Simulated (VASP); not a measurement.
# Sc8H in VASP: further runs, part 2 of 2

VASP 6.6.1. Earlier steps stand in the parts before.

### 5 Single point, LDA

INCAR

```
ALGO = Normal
DIPOL = 0.5 0.5 0.316
EDIFF = 1E-6
ENCUT = 520
IDIPOL = 3
ISIF = 2
ISMEAR = 0
LASPH = T
LCHARG = F
LDIPOL = T
LREAL = F
LWAVE = F
NBANDS = 54
NELM = 80
PREC = Accurate
SIGMA = 0.1
```

KPOINTS

```
k-points
0
Gamma
  4 6 1
```

POSCAR

```
Sc8H
1.0
    6.4591689165      0.0000000000      0.0000000000
    0.0000000000      4.9849552023      0.0000000000
    0.0000000000      0.0000000000     19.0264987477
Sc H
8 1
Direct
    0.0000000000      0.7500000000      0.2102331098
    0.5000000000      0.7500000000      0.2102331098
    0.2500000000      0.2500000000      0.2592332301
    0.7500000000      0.2500000000      0.2592332301
    0.2500000000      0.7500000000      0.3431453096
    0.7500000000      0.7500000000      0.3431453096
    0.0000000000      0.2500000000      0.3955798094
    0.5000000000      0.2500000000      0.3955798094
    0.2500000000      0.5000000000      0.4262683318
```

Potentials or basis: VASP PAW LDA potentials, release 64 (Sc_sv, H).

Command:

```
cat potpaw_LDA.64/Sc_sv/POTCAR potpaw_LDA.64/H/POTCAR > POTCAR
mpirun -np 1 vasp_std > vasp.out
```

OUTCAR:

```text
EDIFF = 1E-6
   ENCUT = 520
   ISIF = 2
   ISMEAR = 0
   LASPH = T
   LREAL = F
   NELM = 80
   PREC = Accurate

 ion  position               nearest neighbor table
   1  0.000  0.750  0.210-   5 3.00   6 3.00   3 3.11   4 3.11   3 3.11   4 3.11   2 3.23   2 3.23

   2  0.500  0.750  0.210-   5 3.00   6 3.00   3 3.11   4 3.11   3 3.11   4 3.11   1 3.23   1 3.23

   3  0.250  0.250  0.259-   5 2.96   5 2.96   8 3.06   7 3.06   1 3.11   1 3.11   2 3.11   2 3.11
                             4 3.23   4 3.23
   4  0.750  0.250  0.259-   6 2.96   6 2.96   8 3.06   7 3.06   1 3.11   1 3.11   2 3.11   2 3.11
                             3 3.23   3 3.23
   5  0.250  0.750  0.343-   9 2.01   3 2.96   3 2.96   2 3.00   1 3.00   7 3.13   8 3.13   7 3.13
                             8 3.13   6 3.23   6 3.23
   6  0.750  0.750  0.343-   4 2.96   4 2.96   1 3.00   2 3.00   8 3.13   7 3.13   7 3.13   8 3.13
                             5 3.23   5 3.23
   7  0.000  0.250  0.396-   9 2.12   4 3.06   3 3.06   6 3.13   5 3.13   5 3.13   6 3.13   8 3.23
                             8 3.23
   8  0.500  0.250  0.396-   9 2.12   4 3.06   3 3.06   6 3.13   5 3.13   5 3.13   6 3.13   7 3.23
                             7 3.23
   9  0.250  0.500  0.426-   5 2.01   7 2.12   8 2.12

  LATTYP: Found a simple orthorhombic cell.
 ALAT       =     4.9849552023
 B/A-ratio  =     1.2957325902
 C/A-ratio  =     3.8167842991

  Lattice vectors:

 A1 = (   0.0000000000,  -4.9849552023,   0.0000000000)
 A2 = (   6.4591689165,   0.0000000000,   0.0000000000)
 A3 = (   0.0000000000,   0.0000000000,  19.0264987477)

Analysis of symmetry for initial positions (statically):
=====================================================================
 Subroutine PRICEL returns:
 Original cell was already a primitive cell.

 Routine SETGRP: Setting up the symmetry group for a
 simple orthorhombic supercell.

 Subroutine GETGRP returns: Found  2 space group operations
 (whereof  1 operations were pure point group operations)
 out of a pool of  8 trial point group operations.

The static configuration has the point symmetry C_1 .
 The point group associated with its full space group is C_1h.

[... 150 lines left out ...]
   NGX = 25   NGY = 19   NGZ = 71

 dipolmoment           0.000000      0.000000      0.006144 electrons x Angstroem

 number of electron      89.0000015 magnetization

 dipolmoment           0.000000      0.000000     -0.016551 electrons x Angstroem

 Free energy of the ion-electron system (eV)
  ---------------------------------------------------
  ext. energy  EPLUGINS =         0.00000000
  ---------------------------------------------------
  free energy    TOTEN  =       -52.89861152 eV

  energy without entropy =      -52.84352791  energy(sigma->0) =      -52.87106971

 E-fermi :  -1.2298     XC(G=0):  -4.1573

 val. band max:       -1.2457244867   @ k =   0.2500   0.3333   0.0000
 cond. band min:      -1.1689412353   @ k =   0.2500   0.0000   0.0000
 fundamental gap:      0.0767832514
 Fermi energy:        -1.2297784031

 k-point     1 :       0.0000    0.0000    0.0000
  band No.  band energies     occupation
      1     -50.2671      2.00000
      2     -50.2392      2.00000
      3     -50.2322      2.00000
      4     -50.2038      2.00000
      5     -49.7571      2.00000
      6     -49.7438      2.00000
[... 673 lines left out ...]
     53      -0.2644      0.00000
     54      -0.2334      0.00000

------------------------ aborting loop because EDIFF is reached ----------------------------------------

 vacuum level on the upper side and lower side of the slab       (xc-potential included)        -0.200        -0.130

  FORCE on cell =-STRESS in cart. coord.  units (eV):
  Direction    XX          YY          ZZ          XY          YZ          ZX
  --------------------------------------------------------------------------------------
  -------------------------------------------------------------------------------------
  Total       -0.9524531     -3.1173103      1.6537929      0.0000000      0.1814744      0.0000000
  in kB       -2.4909064     -8.1525570      4.3250877      0.0000000      0.4746017      0.0000000
  external PRESSURE =      -2.1061252 kB  Pullay stress =       0.0000000 kB

 VOLUME and BASIS-vectors are now :
 -----------------------------------------------------------------------------
  energy-cutoff  :      520.00
  volume of cell :      612.63
      direct lattice vectors                 reciprocal lattice vectors
     6.459168917  0.000000000  0.000000000     0.154818679  0.000000000  0.000000000
     0.000000000  4.984955202  0.000000000     0.000000000  0.200603608  0.000000000
     0.000000000  0.000000000 19.026498748     0.000000000  0.000000000  0.052558277

 POSITION                                       TOTAL-FORCE (eV/Angst)
 -----------------------------------------------------------------------------------
      0.00000      3.73872      4.00000        -0.110640     -0.054035     -0.339523
      3.22958      3.73872      4.00000         0.110640     -0.054035     -0.339523
      1.61479      1.24624      4.93230         0.000000      0.026723      0.016165
      4.84438      1.24624      4.93230         0.000000      0.073285      0.146892
      1.61479      3.73872      6.52885         0.000000     -0.226019      0.341453
      4.84438      3.73872      6.52885         0.000000     -0.001159     -0.108713
      0.00000      1.24624      7.52650         0.647359      0.260606      0.142341
      3.22958      1.24624      7.52650        -0.647359      0.260606      0.142341
      1.61479      2.49248      8.11039         0.000000     -0.285971     -0.001434
 -----------------------------------------------------------------------------------
    total drift:                                0.000000      0.000020      0.001679

  FREE ENERGIE OF THE ION-ELECTRON SYSTEM (eV)
  ---------------------------------------------------
  free  energy   TOTEN  =       -52.8986115187 eV

  energy  without entropy=      -52.8435279085  energy(sigma->0) =      -52.87106971

 vacuum level on the upper side and lower side of the slab         2.226         2.289
```

stdout:

```text
POSCAR found type information on POSCAR ScH
 POSCAR found :  2 types and       9 ions
 scaLAPACK will be used
 LDA part: xc-table for (Slater(with rela. corr.)+CA(PZ))
 , standard interpolation
 POSCAR, INCAR and KPOINTS ok, starting setup
 FFT: planning ... GRIDC
 FFT: planning ... GRID_SOFT
 FFT: planning ... GRID
 WAVECAR not read
 entering main loop
```

It took 9 min on 1 thread of Intel Xeon 6975P-C (Granite Rapids), shared host; peak memory 0.63 GiB.

What came out:

```yaml
Free_energy: -52.8986 eV
Largest_force: 0.712 eV/Å
Band_gap_on_the_k_mesh: zero (an odd number of electrons rules out a gap without spin polarisation)
```

Forces in eV/Å, atoms in the order of the input:
```
Sc  -0.111 -0.054 -0.340
Sc   0.111 -0.054 -0.340
Sc   0.000  0.027  0.016
Sc   0.000  0.073  0.147
Sc   0.000 -0.226  0.341
Sc   0.000 -0.001 -0.109
Sc   0.647  0.261  0.142
Sc  -0.647  0.261  0.142
H    0.000 -0.286 -0.001
```

### 6 Single point, LDA

INCAR

```
SYSTEM = Sc8H
  PREC = Accurate
  ENCUT = 520
  EDIFF = 1E-7
  ISMEAR = 0
  SIGMA = 0.1
  LREAL = .FALSE.
  LASPH = .TRUE.
  NELM = 80
  ALGO = Normal
  ISIF = 2
  LWAVE = .FALSE.
  LCHARG = .TRUE.
  LDIPOL = .TRUE.
  IDIPOL = 3
  DIPOL = 0.5 0.5 0.323
  LELF = .TRUE.
  LVHAR = .TRUE.
  LVACPOTAV = .TRUE.
  NBANDS = 54
```

KPOINTS

```
Automatic mesh
0
G
  4 6 1
  0 0 0
```

POSCAR: that of step 5 with these lines changed.

```diff
@@ -16,2 +16,2 @@
     0.5000000000      0.2500000000      0.3955798094
-    0.2500000000      0.5000000000      0.4262683318
+    0.0000000000      0.3750000000      0.4889868201
```

Potentials or basis: VASP PAW LDA potentials, release 64 (Sc_sv, H).

Command:

```
cat potpaw_LDA.64/Sc_sv/POTCAR potpaw_LDA.64/H/POTCAR > POTCAR
mpirun -np 1 vasp_std > vasp.out
```

OUTCAR:

```text
SYSTEM = Sc8H
   PREC = Accurate
   ENCUT = 520
   EDIFF = 1E-7
   ISMEAR = 0
   LREAL = .FALSE.
   LASPH = .TRUE.
   NELM = 80
   ISIF = 2

 ion  position               nearest neighbor table
   1  0.000  0.750  0.210-   5 3.00   6 3.00   3 3.11   4 3.11   3 3.11   4 3.11   2 3.23   2 3.23

   2  0.500  0.750  0.210-   5 3.00   6 3.00   3 3.11   4 3.11   3 3.11   4 3.11   1 3.23   1 3.23

   3  0.250  0.250  0.259-   5 2.96   5 2.96   8 3.06   7 3.06   1 3.11   1 3.11   2 3.11   2 3.11
                             4 3.23   4 3.23
   4  0.750  0.250  0.259-   6 2.96   6 2.96   8 3.06   7 3.06   1 3.11   1 3.11   2 3.11   2 3.11
                             3 3.23   3 3.23
[... 901 lines left out ...]
 VOLUME and BASIS-vectors are now :
 -----------------------------------------------------------------------------
  energy-cutoff  :      520.00
  volume of cell :      612.63
      direct lattice vectors                 reciprocal lattice vectors
     6.459168917  0.000000000  0.000000000     0.154818679  0.000000000  0.000000000
     0.000000000  4.984955202  0.000000000     0.000000000  0.200603608  0.000000000
     0.000000000  0.000000000 19.026498748     0.000000000  0.000000000  0.052558277

 POSITION                                       TOTAL-FORCE (eV/Angst)
 -----------------------------------------------------------------------------------
      0.00000      3.73872      4.00000         0.000000     -0.006003     -0.090865
      3.22958      3.73872      4.00000         0.000000     -0.008267     -0.231290
      1.61479      1.24624      4.93230         0.051662      0.000326      0.242736
      4.84438      1.24624      4.93230        -0.051662      0.000326      0.242736
      1.61479      3.73872      6.52885         0.169957     -0.112657     -0.099929
      4.84438      3.73872      6.52885        -0.169957     -0.112657     -0.099929
      0.00000      1.24624      7.52650         0.000000      0.004076     -0.124348
      3.22958      1.24624      7.52650         0.000000      0.025214      0.161921
      0.00000      1.86936      9.30371         0.000000      0.209643     -0.001031
 -----------------------------------------------------------------------------------
    total drift:                                0.000000     -0.000011      0.001419

  FREE ENERGIE OF THE ION-ELECTRON SYSTEM (eV)
  ---------------------------------------------------
  free  energy   TOTEN  =       -51.5986096990 eV

  energy  without entropy=      -51.5244422182  energy(sigma->0) =      -51.56152596

 vacuum level on the upper side and lower side of the slab         3.172         2.018
```

OSZICAR:

```text
N       E                     dE             d eps       ncg     rms          rms(c)
DAV:   1     0.210176059536E+04    0.21018E+04   -0.35529E+04  1496   0.138E+03
DAV:   2     0.121588525637E+03   -0.19802E+04   -0.19610E+04  2064   0.749E+02
DAV:   3    -0.499710003904E+02   -0.17156E+03   -0.16833E+03  2168   0.375E+02
[... 23 lines left out ...]
DAV:  27    -0.515986075810E+02   -0.30963E-05   -0.24153E-07  1224   0.328E-03    0.849E-04
DAV:  28    -0.515986092180E+02   -0.16370E-05   -0.28611E-07  1192   0.254E-03    0.203E-04
DAV:  29    -0.515986094715E+02   -0.25348E-06   -0.39608E-08  1088   0.139E-03    0.176E-04
DAV:  30    -0.515986096148E+02   -0.14336E-06   -0.20265E-08   992   0.109E-03    0.131E-04
DAV:  31    -0.515986096990E+02   -0.84201E-07   -0.13574E-08   968   0.993E-04
   1 F= -.51598610E+02 E0= -.51561526E+02  d E =-.741675E-01
```

It took 9.3 min on 1 thread of Intel Xeon 6975P-C (Granite Rapids), shared host; peak memory 0.63 GiB.

Results:

```yaml
Free_energy: -51.5986 eV
Largest_force: 0.248 eV/Å
Band_gap_on_the_k_mesh: zero (an odd number of electrons rules out a gap without spin polarisation)
```

Forces on the atoms (eV/Å):
```
Sc   0.000 -0.006 -0.091
Sc   0.000 -0.008 -0.231
Sc   0.052  0.000  0.243
Sc  -0.052  0.000  0.243
Sc   0.170 -0.113 -0.100
Sc  -0.170 -0.113 -0.100
Sc   0.000  0.004 -0.124
Sc   0.000  0.025  0.162
H    0.000  0.210 -0.001
```

### 7 The runs side by side

| cell | gap on the mesh (eV) | largest force (eV/Å) |
| --- | --- | --- |
| as given, atomic positions A | none | 0.42 |
| as given, atomic positions B | none | 1.01 |
| as given, atomic positions C | none | 1.15 |
| as given, atomic positions D | none | 0.71 |
| as given, atomic positions E | none | 0.25 |

Alike in all rows: task single point; level LDA; potentials or basis VASP PAW LDA potentials, release 64 (Sc_sv, H); no spin polarisation; k mesh 4 × 6 × 1; cutoff (eV) 520; smearing gaussian 0.1 eV.

Absolute energies hang on the potentials; compare differences alone.

The gap in the log of VASP goes by the Fermi energy; the results here count the filled bands.